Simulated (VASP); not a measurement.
# Pb2O (Pn-3m) in VASP: notebook

Pb2O is run at these levels: PBEsol; tasks: relaxation of cell and atoms.

Program: VASP 6.6.1. These are calculated values, not measurements. Logs are shortened: lines on timing, memory, paths and dates and some standing lists are left out, and cuts for length are marked.

## Step 1: The cell of the first run

The structure is cubic, space group Pn-3m (No. 224). The conventional cell has a = 5.329 Å, b = 5.329 Å, c = 5.329 Å, α = 90.00°, β = 90.00°, γ = 90.00°. Pb (site symmetry -3m) has 2 O at 2.31 Å within 3.0 Å. O (site symmetry -43m) has 4 Pb at 2.31 Å within 3.0 Å.

## Step 2: Relaxation of cell and atoms, PBEsol, target pressure 3 GPa, at which the enthalpy is minimised

INCAR reads:

```
  PREC = Accurate
  ENCUT = 600
  EDIFF = 1E-6
  ISMEAR = 0
  SIGMA = 0.1
  LREAL = False
  LASPH = True
  NELM = 80
  ALGO = Fast
  ISIF = 3
  LWAVE = False
  LCHARG = False
  GGA = PS
  IBRION = 2
  NSW = 70
  EDIFFG = -0.008
  PSTRESS = 30.0
```

KPOINTS reads:

```
Automatic mesh
0
Gamma
  8 8 8
```

POSCAR reads:

```
Pb2O
1.0
    5.3287229052      0.0000000000      0.0000000000
    0.0000000000      5.3287229052      0.0000000000
    0.0000000000      0.0000000000      5.3287229052
Pb O
4 2
Direct
    0.2500000000      0.2500000000      0.2500000000
    0.7500000000      0.7500000000      0.2500000000
    0.2500000000      0.7500000000      0.7500000000
    0.7500000000      0.2500000000      0.7500000000
    0.0000000000      0.0000000000      0.0000000000
    0.5000000000      0.5000000000      0.5000000000
```

Potentials or basis: VASP PAW PBE potentials, release 64 (Pb_d, O).

Command:

```console
> cat potpaw_PBE.64/Pb_d/POTCAR potpaw_PBE.64/O/POTCAR > POTCAR
> mpirun -np 1 vasp_std > vasp.out
```

OUTCAR:

```text
PREC = Accurate
   ENCUT = 600
   EDIFF = 1E-6
   ISMEAR = 0
   LREAL = False
   LASPH = True
   NELM = 80
   ISIF = 3
   GGA = PS
   IBRION = 2
   NSW = 70
   EDIFFG = -0.008
   PSTRESS = 30.0

 ion  position               nearest neighbor table
   1  0.250  0.250  0.250-   5 2.31   6 2.31   4 3.77   2 3.77   3 3.77   3 3.77   4 3.77   2 3.77
                             3 3.77   3 3.77   2 3.77   4 3.77   4 3.77   2 3.77
   2  0.750  0.750  0.250-   5 2.31   6 2.31   4 3.77   1 3.77   3 3.77   3 3.77   4 3.77   1 3.77
                             4 3.77   4 3.77   1 3.77   3 3.77   3 3.77   1 3.77
   3  0.250  0.750  0.750-   5 2.31   6 2.31   4 3.77   1 3.77   2 3.77   1 3.77   2 3.77   1 3.77
                             4 3.77   1 3.77   2 3.77   4 3.77   2 3.77   4 3.77
   4  0.750  0.250  0.750-   5 2.31   6 2.31   3 3.77   1 3.77   2 3.77   1 3.77   2 3.77   2 3.77
                             3 3.77   2 3.77   1 3.77   3 3.77   1 3.77   3 3.77
   5  0.000  0.000  0.000-   1 2.31   2 2.31   3 2.31   4 2.31
   6  0.500  0.500  0.500-   1 2.31   2 2.31   3 2.31   4 2.31

  LATTYP: Found a simple cubic cell.
 ALAT       =     5.3287229052

  Lattice vectors:

 A1 = (   5.3287229052,   0.0000000000,   0.0000000000)
 A2 = (   0.0000000000,   5.3287229052,   0.0000000000)
 A3 = (   0.0000000000,   0.0000000000,   5.3287229052)

Analysis of symmetry for initial positions (statically):
=====================================================================
 Subroutine PRICEL returns:
 Original cell was already a primitive cell.

 Routine SETGRP: Setting up the symmetry group for a
 simple cubic supercell.

 Subroutine GETGRP returns: Found 48 space group operations
 (whereof 24 operations were pure point group operations)
 out of a pool of 48 trial point group operations.

The static configuration has the point symmetry T_d .
 The point group associated with its full space group is O_h .

Analysis of symmetry for dynamics (positions and initial velocities):
=====================================================================
 Subroutine PRICEL returns:
 Original cell was already a primitive cell.

 Routine SETGRP: Setting up the symmetry group for a
 simple cubic supercell.

 Subroutine GETGRP returns: Found 48 space group operations
 (whereof 24 operations were pure point group operations)
 out of a pool of 48 trial point group operations.

The dynamic configuration has the point symmetry T_d .
 The point group associated with its full space group is O_h .

 Subroutine INISYM returns: Found 48 space group operations
 (whereof 24 operations are pure point group operations),
 and found     1 'primitive' translations

----------------------------------------------------------------------------------------

                                     Primitive cell

  volume of cell :     151.3106

  direct lattice vectors                    reciprocal lattice vectors
     5.328722905  0.000000000  0.000000000     0.187662226  0.000000000  0.000000000
     0.000000000  5.328722905  0.000000000     0.000000000  0.187662226  0.000000000
     0.000000000  0.000000000  5.328722905     0.000000000  0.000000000  0.187662226

  length of vectors
     5.328722905  5.328722905  5.328722905     0.187662226  0.187662226  0.187662226

  position of ions in fractional coordinates (direct lattice)
     0.250000000  0.250000000  0.250000000
     0.750000000  0.750000000  0.250000000
     0.250000000  0.750000000  0.750000000
     0.750000000  0.250000000  0.750000000
     0.000000000  0.000000000  0.000000000
     0.500000000  0.500000000  0.500000000

  ion indices of the primitive-cell ions
   primitive index   ion index
                 1           1
                 2           2
                 3           3
                 4           4
                 5           5
                 6           6

----------------------------------------------------------------------------------------

 KPOINTS: Automatic mesh

Automatic generation of k-mesh.
 Grid dimensions read from file:
 generate k-points for:    8    8    8

 Generating k-lattice:

  Cartesian coordinates                     Fractional coordinates (reciprocal lattice)
     0.023457778  0.000000000  0.000000000     0.125000000  0.000000000  0.000000000
     0.000000000  0.023457778  0.000000000     0.000000000  0.125000000  0.000000000
     0.000000000  0.000000000  0.023457778     0.000000000  0.000000000  0.125000000

  Length of vectors
     0.023457778  0.023457778  0.023457778

  Shift w.r.t. Gamma in fractional coordinates (k-lattice)
     0.000000000  0.000000000  0.000000000

 Subroutine IBZKPT returns following result:
 ===========================================

 Found     35 irreducible k-points:

 Following reciprocal coordinates:
            Coordinates               Weight
  0.000000  0.000000  0.000000      1.000000
  0.125000  0.000000  0.000000      6.000000
  0.250000  0.000000  0.000000      6.000000
  0.375000  0.000000  0.000000      6.000000
  0.500000  0.000000  0.000000      3.000000
  0.125000  0.125000  0.000000     12.000000
[... 16 lines left out ...]
  0.375000  0.375000  0.125000     24.000000
  0.500000  0.375000  0.125000     24.000000
 [... further k-points ...]
   k-points           NKPTS =     35   k-points in BZ     NKDIM =     35   number of bands    NBANDS=     40
   number of dos      NEDOS =    301   number of ions     NIONS =      6
   total plane-waves  NPLWV = 110592
   dimension x,y,z NGX =    48 NGY =   48 NGZ =   48
   dimension x,y,z NGXF=    96 NGYF=   96 NGZF=   96
   ions per type =               4   2
   NGX,Y,Z   is equivalent  to a cutoff of  14.98, 14.98, 14.98 a.u.
   NGXF,Y,Z  is equivalent  to a cutoff of  29.95, 29.95, 29.95 a.u.
 SYSTEM =  unknown system
   PREC   = accura    normal or accurate (medium, high low for compatibility)
   ISTART =      0    job   : 0-new  1-cont  2-samecut
   ICHARG =      2    charge: 1-file 2-atom 10-const
   ISPIN  =      1    spin polarized calculation?
   LNONCOLLINEAR =      F non collinear calculations
   LSORBIT =      F    spin-orbit coupling
   LASPH  =      T    aspherical Exc in radial PAW
   ENCUT  =  600.0 eV  44.10 Ry    6.64 a.u.  10.64 10.64 10.64*2*pi/ulx,y,z
   NELM   =     80;   NELMIN=  2; NELMDL= -5     # of ELM steps
   EDIFF  = 0.1E-05   stopping-criterion for ELM
   LREAL  =      F    real-space projection
   EDIFFG = -.8E-02   stopping-criterion for IOM
   NSW    =     70    number of steps for IOM
   IBRION =      2    ionic relax: 0-MD 1-quasi-New 2-CG
   NFREE  =      1    steps in history (QN), initial steepest desc. (CG)
   ISIF   =      3    stress and relaxation
   ISYM   =      2    0-nonsym 1-usesym 2-fastsym
   POTIM  = 0.5000    time-step for ionic-motion
   TEBEG  =    0.0;   TEEND  =   0.0 temperature during run
   PSTRESS=   30.0 pullay stress
   NELECT =      68.0000    total number of electrons
   NUPDOWN=      -1.0000    fix difference up-down
   EMIN   =  10.00;   EMAX   =-10.00  energy-range for DOS
   EFERMI =   0.00;   METHOD = LEGACY
   ISMEAR =     0;   SIGMA  =   0.10  broadening in eV -4-tet -1-fermi 0-gaus
   EFERMI_NEDOS =   21; number of points for ismear=-14 and -15
   IALGO  =     68    algorithm
   IMIX   =      4    mixing-type and parameters
     AMIX     =   0.40;   BMIX     =  1.00
     AMIX_MAG =   1.60;   BMIX_MAG =  1.00
  volume/ion in A,a.u.               =      25.22       170.18
  Fermi-wavevector in a.u.,A,eV,Ry     =   1.253972  2.369664 21.394439  1.572447
  Thomas-Fermi vector in A             =   2.387800
   LORBIT       =      0    0 simple, 1 ext, 2 COOP (PROOUT), +10 PAW based schemes
   GGA     = PS    functional components
   LHFCALC =     F    Hartree Fock is set to
   AEXX    =    0.0000 exact exchange contribution
   IVDW    =     0    specifies the selected vdW correction
   LEPSILON=     F    determine dielectric tensor
   LRPA    =     F    only Hartree local field effects (RPA)
 conjugate gradient relaxation of ions
 non-spin polarized calculation
 RMM-DIIS sequential band-by-band and
 Gauss-broadening in eV      SIGMA  =   0.10
  energy-cutoff  :      600.00
  volume of cell :      151.31
 maximum number of plane-waves:      5078
 NGX is ok and might be reduce to    48
   NGX = 21   NGY = 21   NGZ = 21

--------------------------------------- Ionic step        1  -------------------------------------------

 number of electron      67.9999992 magnetization

 Free energy of the ion-electron system (eV)
  ---------------------------------------------------
  ext. energy  EPLUGINS =         0.00000000
  ---------------------------------------------------
  free energy    TOTEN  =       -28.62138622 eV

  energy without entropy =      -28.61310942  energy(sigma->0) =      -28.61724782

------------------------ aborting loop because EDIFF is reached ----------------------------------------

  FORCE on cell =-STRESS in cart. coord.  units (eV):
  Direction    XX          YY          ZZ          XY          YZ          ZX
  --------------------------------------------------------------------------------------
  -------------------------------------------------------------------------------------
  Total        1.5644795      1.5644795      1.5644795     -0.0000000     -0.0000000      0.0000000
  in kB       16.5657481     16.5657481     16.5657481     -0.0000000     -0.0000000      0.0000000
  external PRESSURE =     -13.4342519 kB  Pullay stress =      30.0000000 kB
[... 27 lines left out ...]
  enthalpy is  TOTEN    =       -25.7881676149 eV   P V=        2.8332186020

--------------------------------------- Ionic step        2  -------------------------------------------

 number of electron      68.0000003 magnetization

 E-fermi :   5.3480     XC(G=0): -10.0072

 val. band max:        5.3356079369   @ k =   0.3750   0.3750   0.0000
 cond. band min:       5.4804203106   @ k =   0.5000   0.1250   0.1250
 fundamental gap:      0.1448123737
 Fermi energy:         5.3480181810

 k-point     1 :       0.0000    0.0000    0.0000
  band No.  band energies     occupation
      1     -13.4800      2.00000
      2     -12.2223      2.00000
      3     -11.0036      2.00000
      4     -11.0036      2.00000
      5     -10.9377      2.00000
      6     -10.9377      2.00000
[... 1062 lines left out ...]
  enthalpy is  TOTEN    =       -25.7984031316 eV   P V=        2.7473932225

--------------------------------------- Ionic step        3  -------------------------------------------

 number of electron      67.9999998 magnetization

 Free energy of the ion-electron system (eV)
  ---------------------------------------------------
  ext. energy  EPLUGINS =         0.00000000
  ---------------------------------------------------
  free energy    TOTEN  =       -28.57624761 eV

  energy without entropy =      -28.56797039  energy(sigma->0) =      -28.57210900

 E-fermi :   5.2528     XC(G=0):  -9.9594

 val. band max:        5.2450976725   @ k =   0.3750   0.3750   0.0000
 cond. band min:       5.3814033796   @ k =   0.5000   0.1250   0.1250
 fundamental gap:      0.1363057071
 Fermi energy:         5.2527842235

 k-point     1 :       0.0000    0.0000    0.0000
  band No.  band energies     occupation
      1     -13.5090      2.00000
      2     -12.2647      2.00000
      3     -11.1016      2.00000
      4     -11.1016      2.00000
      5     -11.0378      2.00000
      6     -11.0378      2.00000
[... 1056 lines left out ...]
  FREE ENERGIE OF THE ION-ELECTRON SYSTEM (eV)
  ---------------------------------------------------
  free  energy   TOTEN  =       -28.5762476108 eV

  energy  without entropy=      -28.5679703911  energy(sigma->0) =      -28.57210900

  enthalpy is  TOTEN    =       -25.8015090826 eV   P V=        2.7747385281

 reached required accuracy - stopping structural energy minimisation
```

Wall time 13 min (1 thread of Oxide Virtual Turin-like, shared host); peak memory 0.43 GiB.

Results:

- Free energy: -28.5762 eV
- Relaxed volume: 24.70 Å³/atom
- Relaxed cell: a = 5.292 Å, b = 5.292 Å, c = 5.292 Å, α = 90.00°, β = 90.00°, γ = 90.00°
- Space group after relaxing (to 0.1 Å): Pn-3m (No. 224)
- Energy change on relaxing (the run minimises the enthalpy): +7.5 meV/atom
- Ionic steps: 3
- Pressure after relaxing: 3.0 GPa
- Band gap on the k mesh: zero (bands 34 and 35 overlap by 0.89 eV)

Step by step:
```csv
step,energy change (eV),largest force (eV/Å),pressure (GPa),volume (Å³)
1,0.0000,0.0000,1.66,151.31
2,0.0756,0.0000,3.64,146.73
3,0.0451,0.0000,2.98,148.19
```

Final structure:
```xyz
6
Lattice="5.2918 0.0000 0.0000 0.0000 5.2918 0.0000 0.0000 0.0000 5.2918" Properties=species:S:1:pos:R:3 pbc="T T T"
Pb    1.3230    1.3230    1.3230
Pb    3.9689    3.9689    1.3230
Pb    1.3230    3.9689    3.9689
Pb    3.9689    1.3230    3.9689
O     0.0000    0.0000    0.0000
O     2.6459    2.6459    2.6459
```

Caveat: the cell is relaxed towards a set pressure, so the run minimises the enthalpy, not the energy; the PAW data sets were made with another functional, which shifts forces and pressure a little; spin-orbit coupling is left out, which moves the levels of the heavy elements.

## Step 3: Relaxation of cell and atoms, PBEsol, target pressure -3 GPa, at which the enthalpy is minimised

This run uses another cell than the first one, of 26.69 Å³/atom.

INCAR reads:

```
ALGO     = Fast           # electronic algorithm
EDIFF    = 1E-6           # SCF threshold, eV
EDIFFG   = -0.008         # ionic threshold
ENCUT    = 600            # plane-wave cutoff, eV
GGA      = PS             # functional
IBRION   = 2              # ionic algorithm
ISIF     = 3              # what is computed and relaxed
ISMEAR   = 0              # smearing method
LASPH    = T              # aspherical terms in the spheres
LCHARG   = F              # write CHGCAR
LREAL    = F              # projectors in reciprocal space
LWAVE    = F              # write WAVECAR
NELM     = 80             # most SCF steps
NSW      = 70             # ionic steps
PREC     = Accurate       # precision mode
PSTRESS  = -30.0        
SIGMA    = 0.1            # smearing width, eV
```

KPOINTS reads:

```
k-points
0
Gamma
  8 8 8
```

POSCAR: that of step 2 with these lines changed.

```diff
@@ -2,5 +2,5 @@
 1.0
-    5.3287229052      0.0000000000      0.0000000000
-    0.0000000000      5.3287229052      0.0000000000
-    0.0000000000      0.0000000000      5.3287229052
+    5.4302179382      0.0000000000      0.0000000000
+    0.0000000000      5.4302179382      0.0000000000
+    0.0000000000      0.0000000000      5.4302179382
 Pb O
```

Potentials or basis: VASP PAW PBE potentials, release 64 (Pb_d, O).

Command:

```console
> cat potpaw_PBE.64/Pb_d/POTCAR potpaw_PBE.64/O/POTCAR > POTCAR
> mpirun -np 1 vasp_std > vasp.out
```

Wall time 15 min (1 thread of Oxide Virtual Turin-like, shared host); peak memory 0.44 GiB.

It converged, with:

* Free energy: -28.5477 eV
* Relaxed volume: 27.63 Å³/atom
* Relaxed cell: a = 5.493 Å, b = 5.493 Å, c = 5.493 Å, α = 90.00°, β = 90.00°, γ = 90.00°
* Space group after relaxing (to 0.1 Å): Pn-3m (No. 224)
* Energy change on relaxing (the run minimises the enthalpy): +13.3 meV/atom
* Ionic steps: 3
* Pressure after relaxing: -3.0 GPa
* Band gap on the k mesh: zero (bands 34 and 35 overlap by 0.82 eV)

Step by step:
```
step  energy change (eV)  largest force (eV/Å)  pressure (GPa)  volume (Å³)
   1              0.0000                0.0000           -1.45       160.12
   2              0.0872                0.0000           -3.09       166.17
   3              0.0799                0.0000           -3.00       165.78
```

Final structure:
```yaml
crystal:
  lattice:
    - [5.49348, 0.00000, 0.00000]
    - [0.00000, 5.49348, 0.00000]
    - [0.00000, 0.00000, 5.49348]
  atoms:
    - { symbol: Pb, position: [0.25000, 0.25000, 0.25000] }
    - { symbol: Pb, position: [0.75000, 0.75000, 0.25000] }
    - { symbol: Pb, position: [0.25000, 0.75000, 0.75000] }
    - { symbol: Pb, position: [0.75000, 0.25000, 0.75000] }
    - { symbol: O, position: [0.00000, 0.00000, 0.00000] }
    - { symbol: O, position: [0.50000, 0.50000, 0.50000] }
```

Levels at points of the mesh, in eV from the Fermi level:
```csv
k point,band 32,band 33,band 34,band 35,band 36,band 37
"(0.00, 0.00, 0.00)",-0.60,-0.60,-0.60,2.04,2.04,2.04
"(0.50, 0.00, 0.00)",-0.96,-0.48,-0.48,0.95,0.95,1.91
"(0.50, 0.50, 0.00)",-1.22,-0.06,-0.06,1.33,1.33,1.90
"(0.50, 0.50, 0.50)",-0.82,-0.73,-0.73,-0.73,1.28,4.37
```

Caveat: the cell is relaxed towards a set pressure, so the run minimises the enthalpy, not the energy; the PAW data sets were made with another functional, which shifts forces and pressure a little; spin-orbit coupling is left out, which moves the levels of the heavy elements.

The gap in the log of VASP goes by the Fermi energy; the results here count the filled bands.